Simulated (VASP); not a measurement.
The system is Al3InAs4.

```
Al In As
1.0
     3.90053    0.00000    0.00000
     0.00000    3.90053    0.00000
     0.00000    0.00000   11.03235
Al In As
3 1 4
Direct
  0.00000 0.00000 0.75000
  0.50000 0.50000 0.50000
  0.00000 0.00000 0.25000
  0.50000 0.50000 0.00000
  0.50000 0.00000 0.62500
  0.00000 0.50000 0.37500
  0.50000 0.00000 0.12500
  0.00000 0.50000 0.87500
```

| Item | Value |
| --- | --- |
| Program | VASP 6.6.1 |
| Task | relaxation of cell and atoms |
| Functional | PBE |
| Potentials or basis | VASP PAW PBE potentials, release 64 (Al, In_d, As) |
| Cutoff | 600 eV |
| k mesh | 4 × 4 × 2 |
| Occupations | gaussian, width 0.1 eV |
| Spin | no spin polarisation |

At the start: pressure 16.9 GPa; volume 20.98 Å³/atom.

**Question.** Where does the relaxation end?

**Answer.** Over 11 steps the energy falls by 224.3 meV/atom and the volume is 24.96 Å³/atom (+19.0 %); space group P-4m2 (No. 115, to 0.05 Å).

Step by step:
```csv
step,energy change (eV),largest force (eV/Å),pressure (GPa),volume (Å³)
1,0.0000,2.4791,16.88,167.85
2,-1.1340,0.5012,-6.00,227.48
3,-1.6783,0.6378,-0.48,201.85
4,-1.6782,0.6614,-0.27,201.13
5,-1.7243,0.4229,-0.03,200.05
6,-1.7647,0.3075,0.70,197.36
7,-1.7833,0.2382,-0.37,200.61
8,-1.7833,0.2378,-0.38,200.64
9,-1.7937,0.0744,0.05,199.25
10,-1.7940,0.0428,0.13,198.99
11,-1.7944,0.0164,-0.08,199.69
```

Final structure:
```xyz
8
Lattice="4.1524 0.0000 0.0000 0.0000 4.1524 0.0000 0.0000 0.0000 11.5814" Properties=species:S:1:pos:R:3 pbc="T T T"
Al    4.1524    0.0000    8.5768
Al    2.0762    2.0762    5.7907
Al    0.0000    0.0000    3.0046
In    2.0762    2.0762    0.0000
As    2.0762    0.0000    7.1823
As    0.0000    2.0762    4.3991
As    2.0762    0.0000    1.6351
As    0.0000    2.0762    9.9463
```

Caveat: the volume moved by over 15 % at a fixed basis, so the end points are rough.
